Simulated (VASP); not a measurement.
A run of VASP 6.6.1 is set up as follows.

The input INCAR:

```
SYSTEM = KSiH
ALGO     = Normal         ! electronic algorithm
EDIFF    = 1E-6           ! SCF threshold, eV
ENCUT    = 500            ! plane-wave cutoff, eV
GGA      = PE             ! functional
GGA_COMPAT= .FALSE.      
ISIF     = 2              ! what is computed and relaxed
ISMEAR   = 0              ! smearing method
LASPH    = .TRUE.         ! aspherical terms in the spheres
LCHARG   = .FALSE.        ! write CHGCAR
LREAL    = .FALSE.        ! projectors in reciprocal space
LWAVE    = .FALSE.        ! write WAVECAR
NBANDS   = 14             ! bands
NELM     = 120            ! most SCF steps
PREC     = Accurate       ! precision mode
SIGMA    = 0.1            ! smearing width, eV
```

KPOINTS

```
k-points
0
G
  6 6 4
  0 0 0
```

Contents of POSCAR:

```
KSiH
1.0
    4.1655266100      0.0000000000      0.0000000000
   -2.0827633100      3.6074518700      0.0000000000
    0.0000000000      0.0000000000      4.4337036000
K Si H
1 1 1
Direct
    0.0000000000      0.0000000000      0.0000000000
    0.3333333300      0.6666666700      0.5000000000
    0.6666666700      0.3333333300      0.5000000000
```

Potentials or basis: VASP PAW PBE potentials, release 64 (K_sv, Si, H).

Command:

```console
$ cat potpaw_PBE.64/K_sv/POTCAR potpaw_PBE.64/Si/POTCAR potpaw_PBE.64/H/POTCAR > POTCAR
$ mpirun -np 1 vasp_std > vasp.out
```

(1) What does it give for the band gap on the k mesh?

(2) Estimate the pressure.

Answers

(1) zero (bands 7 and 8 overlap by 1.12 eV).

(2) -0.8 GPa.

Caveat: the stress differs along the axes, from -3 to 3 GPa.
